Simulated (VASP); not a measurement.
# ZnO (P6_3mc) in VASP: further runs

ZnO is run at these levels: PBEsol; tasks: single point, relaxation of cell and atoms.

Program: VASP 6.6.1. These are calculated values, not measurements. Logs are shortened: lines on timing, memory, paths and dates and some standing lists are left out, and cuts for length are marked.

**Experimental background.**

From “Electronic structure of alkaline earth and post-transition metal oxides”, 2009, arxiv:0908.1581, for a bulk crystal of ZnO: band gap 3.37 eV.

The results are compared with them further down.

### 1 The cell of the first run

It takes space group P6_3mc (No. 186, hexagonal). Conventional cell: a = 3.230 Å, b = 3.230 Å, c = 5.214 Å, α = 90.00°, β = 90.00°, γ = 120.00°. Zn (site symmetry 3m) has 4 O at 1.97 to 1.98 Å within 2.6 Å. O (site symmetry 3m) has 4 Zn at 1.97 to 1.98 Å within 2.6 Å.

### 2 Single point, PBEsol

INCAR reads:

```
SYSTEM = ZnO
  PREC = Accurate
  ENCUT = 520
  EDIFF = 1E-6
  ISMEAR = 0
  SIGMA = 0.02
  LREAL = .False.
  LASPH = .True.
  NELM = 80
  ALGO = Normal
  ISIF = 2
  LWAVE = .False.
  LCHARG = .True.
  GGA = PS
  LELF = .True.
  LVHAR = .True.
  NBANDS = 26
```

KPOINTS reads:

```
regular mesh
0
Gamma
  12 12 6
  0 0 0
```

POSCAR reads:

```
ZnO
1.0
    3.2300317301      0.0000000000      0.0000000000
   -1.6150158650      2.7972895333      0.0000000000
    0.0000000000      0.0000000000      5.2142202716
Zn O
2 2
Direct
    0.3333333333      0.6666666667      0.5000358739
    0.6666666667      0.3333333333      0.0000358739
    0.6666666667      0.3333333333      0.3789741261
    0.3333333333      0.6666666667      0.8789741261
```

Potentials or basis: VASP PAW PBE potentials, release 64 (Zn, O).

Command:

```bash
cat potpaw_PBE.64/Zn/POTCAR potpaw_PBE.64/O/POTCAR > POTCAR
mpirun -np 1 vasp_std > vasp.out
```

OUTCAR:

```text
SYSTEM = ZnO
   PREC = Accurate
   ENCUT = 520
   EDIFF = 1E-6
   ISMEAR = 0
   LREAL = .False.
   LASPH = .True.
   NELM = 80
   ISIF = 2
   GGA = PS

 ion  position               nearest neighbor table
   1  0.333  0.667  0.500-   3 1.97   3 1.97   3 1.97   4 1.98
   2  0.667  0.333  0.000-   4 1.97   4 1.97   4 1.97   3 1.98
   3  0.667  0.333  0.379-   1 1.97   1 1.97   1 1.97   2 1.98
   4  0.333  0.667  0.879-   2 1.97   2 1.97   2 1.97   1 1.98

  LATTYP: Found a hexagonal cell.
 ALAT       =     3.2300317301
 C/A-ratio  =     1.6142938235

  Lattice vectors:

 A1 = (   3.2300317301,   0.0000000000,   0.0000000000)
 A2 = (  -1.6150158650,   2.7972895333,   0.0000000000)
 A3 = (   0.0000000000,   0.0000000000,   5.2142202716)

Analysis of symmetry for initial positions (statically):
=====================================================================
 Subroutine PRICEL returns:
 Original cell was already a primitive cell.

 Routine SETGRP: Setting up the symmetry group for a
 hexagonal supercell.

 Subroutine GETGRP returns: Found 12 space group operations
 (whereof  6 operations were pure point group operations)
 out of a pool of 24 trial point group operations.

The static configuration has the point symmetry C_3v.
 The point group associated with its full space group is C_6v.

Analysis of symmetry for dynamics (positions and initial velocities):
=====================================================================
 Subroutine PRICEL returns:
 Original cell was already a primitive cell.

 Routine SETGRP: Setting up the symmetry group for a
 hexagonal supercell.

 Subroutine GETGRP returns: Found 12 space group operations
 (whereof  6 operations were pure point group operations)
 out of a pool of 24 trial point group operations.

The dynamic configuration has the point symmetry C_3v.
 The point group associated with its full space group is C_6v.

 Subroutine INISYM returns: Found 12 space group operations
 (whereof  6 operations are pure point group operations),
 and found     1 'primitive' translations

----------------------------------------------------------------------------------------

                                     Primitive cell

  volume of cell :      47.1122

  direct lattice vectors                    reciprocal lattice vectors
     3.230031730  0.000000000  0.000000000     0.309594482  0.178744457  0.000000000
    -1.615015865  2.797289533  0.000000000     0.000000000  0.357488915  0.000000000
     0.000000000  0.000000000  5.214220272     0.000000000  0.000000000  0.191783229

  length of vectors
     3.230031730  3.230031730  5.214220272     0.357488915  0.357488915  0.191783229

  position of ions in fractional coordinates (direct lattice)
     0.333333333  0.666666667  0.500035874
     0.666666667  0.333333333  0.000035874
     0.666666667  0.333333333  0.378974126
     0.333333333  0.666666667  0.878974126

  ion indices of the primitive-cell ions
   primitive index   ion index
                 1           1
                 2           2
                 3           3
                 4           4

----------------------------------------------------------------------------------------

 KPOINTS: regular mesh

Automatic generation of k-mesh.
 Grid dimensions read from file:
 generate k-points for:   12   12    6

 Generating k-lattice:

  Cartesian coordinates                     Fractional coordinates (reciprocal lattice)
     0.025799540  0.014895371  0.000000000     0.083333333  0.000000000  0.000000000
     0.000000000  0.029790743  0.000000000     0.000000000  0.083333333  0.000000000
     0.000000000  0.000000000  0.031963871     0.000000000  0.000000000  0.166666667

  Length of vectors
     0.029790743  0.029790743  0.031963871

  Shift w.r.t. Gamma in fractional coordinates (k-lattice)
     0.000000000  0.000000000  0.000000000

 Subroutine IBZKPT returns following result:
 ===========================================

 Found     76 irreducible k-points:

 Following reciprocal coordinates:
            Coordinates               Weight
  0.000000  0.000000  0.000000      1.000000
  0.083333 -0.000000  0.000000      6.000000
  0.166667 -0.000000  0.000000      6.000000
  0.250000 -0.000000  0.000000      6.000000
  0.333333 -0.000000  0.000000      6.000000
  0.416667 -0.000000  0.000000      6.000000
[... 16 lines left out ...]
  0.250000 -0.000000  0.166667     12.000000
  0.333333 -0.000000  0.166667     12.000000
 [... further k-points ...]
   k-points           NKPTS =     76   k-points in BZ     NKDIM =     76   number of bands    NBANDS=     26
   number of dos      NEDOS =    301   number of ions     NIONS =      4
   total plane-waves  NPLWV =  23040
   dimension x,y,z NGX =    24 NGY =   24 NGZ =   40
   dimension x,y,z NGXF=    48 NGYF=   48 NGZF=   80
   ions per type =               2   2
   NGX,Y,Z   is equivalent  to a cutoff of  12.35, 12.35, 12.75 a.u.
   NGXF,Y,Z  is equivalent  to a cutoff of  24.71, 24.71, 25.51 a.u.
 SYSTEM =  ZnO
   PREC   = accura    normal or accurate (medium, high low for compatibility)
   ISTART =      0    job   : 0-new  1-cont  2-samecut
   ICHARG =      2    charge: 1-file 2-atom 10-const
   ISPIN  =      1    spin polarized calculation?
   LNONCOLLINEAR =      F non collinear calculations
   LSORBIT =      F    spin-orbit coupling
   LASPH  =      T    aspherical Exc in radial PAW
   ENCUT  =  520.0 eV  38.22 Ry    6.18 a.u.   6.01  6.01  9.69*2*pi/ulx,y,z
   NELM   =     80;   NELMIN=  2; NELMDL= -5     # of ELM steps
   EDIFF  = 0.1E-05   stopping-criterion for ELM
   LREAL  =      F    real-space projection
   EDIFFG = 0.1E-04   stopping-criterion for IOM
   NSW    =      0    number of steps for IOM
   IBRION =     -1    ionic relax: 0-MD 1-quasi-New 2-CG
   NFREE  =      0    steps in history (QN), initial steepest desc. (CG)
   ISIF   =      2    stress and relaxation
   ISYM   =      2    0-nonsym 1-usesym 2-fastsym
   POTIM  = 0.5000    time-step for ionic-motion
   TEBEG  =    0.0;   TEEND  =   0.0 temperature during run
   PSTRESS=    0.0 pullay stress
   NELECT =      36.0000    total number of electrons
   NUPDOWN=      -1.0000    fix difference up-down
   EMIN   =  10.00;   EMAX   =-10.00  energy-range for DOS
   EFERMI =   0.00;   METHOD = LEGACY
   ISMEAR =     0;   SIGMA  =   0.02  broadening in eV -4-tet -1-fermi 0-gaus
   EFERMI_NEDOS =   21; number of points for ismear=-14 and -15
   IALGO  =     38    algorithm
   IMIX   =      4    mixing-type and parameters
     AMIX     =   0.40;   BMIX     =  1.00
     AMIX_MAG =   1.60;   BMIX_MAG =  1.00
  volume/ion in A,a.u.               =      11.78        79.48
  Fermi-wavevector in a.u.,A,eV,Ry     =   1.496688  2.828329 30.478051  2.240074
  Thomas-Fermi vector in A             =   2.608672
   LORBIT       =      0    0 simple, 1 ext, 2 COOP (PROOUT), +10 PAW based schemes
   GGA     = PS    functional components
   LHFCALC =     F    Hartree Fock is set to
   AEXX    =    0.0000 exact exchange contribution
   IVDW    =     0    specifies the selected vdW correction
   LEPSILON=     F    determine dielectric tensor
   LRPA    =     F    only Hartree local field effects (RPA)
 non-spin polarized calculation
 Gauss-broadening in eV      SIGMA  =   0.02
  energy-cutoff  :      520.00
  volume of cell :       47.11
 maximum number of plane-waves:      1290
   NGX = 13   NGY = 13   NGZ = 19

 number of electron      36.0000013 magnetization

 Free energy of the ion-electron system (eV)
  ---------------------------------------------------
  ext. energy  EPLUGINS =         0.00000000
  ---------------------------------------------------
  free energy    TOTEN  =       -19.41061710 eV

  energy without entropy =      -19.41061710  energy(sigma->0) =      -19.41061710

 E-fermi :   1.2361     XC(G=0): -11.2414

 val. band max:        1.1482744786   @ k =   0.0000   0.0000   0.0000
 cond. band min:       1.8378027918   @ k =   0.0000   0.0000   0.0000
 fundamental gap:      0.6895283132
 Fermi energy:         1.2361111825

 k-point     1 :       0.0000    0.0000    0.0000
  band No.  band energies     occupation
      1     -16.9821      2.00000
      2     -16.2266      2.00000
      3      -4.6629      2.00000
      4      -4.6214      2.00000
      5      -4.6214      2.00000
      6      -4.5780      2.00000
[... 18 lines left out ...]
     25      15.2678      0.00000
     26      15.2679      0.00000

 k-point     2 :       0.0833   -0.0000    0.0000
  band No.  band energies     occupation
      1     -16.9420      2.00000
      2     -16.2085      2.00000
      3      -4.6767      2.00000
      4      -4.5991      2.00000
      5      -4.5985      2.00000
      6      -4.5513      2.00000
[... 18 lines left out ...]
     25      15.1744      0.00000
     26      15.3651      0.00000

 k-point     3 :       0.1667   -0.0000    0.0000
  band No.  band energies     occupation
      1     -16.8287      2.00000
      2     -16.1602      2.00000
      3      -4.7929      2.00000
      4      -4.5383      2.00000
      5      -4.5198      2.00000
      6      -4.4706      2.00000
[... 18 lines left out ...]
     25      15.1236      0.00000
     26      15.4596      0.00000

 k-point     4 :       0.2500   -0.0000    0.0000
  band No.  band energies     occupation
      1     -16.6638      2.00000
      2     -16.0989      2.00000
      3      -4.9121      2.00000
      4      -4.5498      2.00000
      5      -4.4645      2.00000
      6      -4.3560      2.00000
[... 18 lines left out ...]
     25      14.4594      0.00000
     26      15.3025      0.00000
[... 496 lines left out ...]
      1     -16.7854      2.00000
      2     -16.2064      2.00000
      3      -4.8295      2.00000
      4      -4.6686      2.00000
      5      -4.5284      2.00000
      6      -4.4891      2.00000
[... 18 lines left out ...]
     25      14.2759      0.00000
     26      15.2410      0.00000

 k-point    23 :       0.2500   -0.0000    0.1667
  band No.  band energies     occupation
      1     -16.6263      2.00000
      2     -16.1369      2.00000
      3      -4.9458      2.00000
      4      -4.6736      2.00000
      5      -4.4501      2.00000
      6      -4.3776      2.00000
[... 18 lines left out ...]
     25      14.4594      0.00000
     26      15.1704      0.00000

 k-point    24 :       0.3333   -0.0000    0.1667
  band No.  band energies     occupation
      1     -16.4519      2.00000
      2     -16.0765      2.00000
      3      -5.0074      2.00000
      4      -4.7130      2.00000
      5      -4.3839      2.00000
      6      -4.2436      2.00000
[... 18 lines left out ...]
     25      14.5111      0.00000
     26      15.1309      0.00000

 [... further k-points ...]

------------------------ aborting loop because EDIFF is reached ----------------------------------------

  FORCE on cell =-STRESS in cart. coord.  units (eV):
  Direction    XX          YY          ZZ          XY          YZ          ZX
  --------------------------------------------------------------------------------------
  -------------------------------------------------------------------------------------
  Total        0.2388904      0.2388904      0.2422698      0.0000000      0.0000000      0.0000000
  in kB        8.1241090      8.1241090      8.2390344      0.0000000      0.0000000      0.0000000
  external PRESSURE =       8.1624174 kB  Pullay stress =       0.0000000 kB

 VOLUME and BASIS-vectors are now :
 -----------------------------------------------------------------------------
  energy-cutoff  :      520.00
  volume of cell :       47.11
      direct lattice vectors                 reciprocal lattice vectors
     3.230031730  0.000000000  0.000000000     0.309594482  0.178744457  0.000000000
    -1.615015865  2.797289533  0.000000000     0.000000000  0.357488915  0.000000000
     0.000000000  0.000000000  5.214220272     0.000000000  0.000000000  0.191783229

 POSITION                                       TOTAL-FORCE (eV/Angst)
 -----------------------------------------------------------------------------------
     -0.00000      1.86486      2.60730         0.000000      0.000000      0.000883
      1.61502      0.93243      0.00019        -0.000000      0.000000      0.000883
      1.61502      0.93243      1.97605         0.000000     -0.000000     -0.000883
     -0.00000      1.86486      4.58316         0.000000      0.000000     -0.000883
 -----------------------------------------------------------------------------------
    total drift:                                0.000000      0.000001     -0.000555

  FREE ENERGIE OF THE ION-ELECTRON SYSTEM (eV)
  ---------------------------------------------------
  free  energy   TOTEN  =       -19.4106171033 eV

  energy  without entropy=      -19.4106171033  energy(sigma->0) =      -19.41061710
```

It took 30 s on 1 thread of AMD EPYC 9R45 (Zen 5), shared host; peak memory 0.18 GiB.

Results:

| Property | Result |
| --- | --- |
| Free energy | -19.4106 eV |
| Pressure | 0.8 GPa |
| Band gap on the k mesh | 0.69 eV |

Levels at points of the mesh, in eV from the valence-band top:
| k point | band 16 | band 17 | band 18 | band 19 | band 20 | band 21 |
| --- | --- | --- | --- | --- | --- | --- |
| (0.00, 0.00, 0.00) | -0.09 | 0.00 | 0.00 | 0.69 | 5.15 | 8.10 |
| (0.50, 0.00, 0.00) | -2.32 | -1.33 | -0.86 | 5.73 | 6.72 | 7.43 |
| (0.00, 0.00, 0.50) | -0.40 | -0.40 | -0.40 | 3.38 | 3.38 | 9.96 |
| (0.50, 0.00, 0.50) | -1.54 | -1.41 | -1.41 | 5.58 | 5.58 | 8.40 |

Caveat: the PAW data sets were made with another functional, which shifts forces and pressure a little.

(Continued in part 2 of 2.)
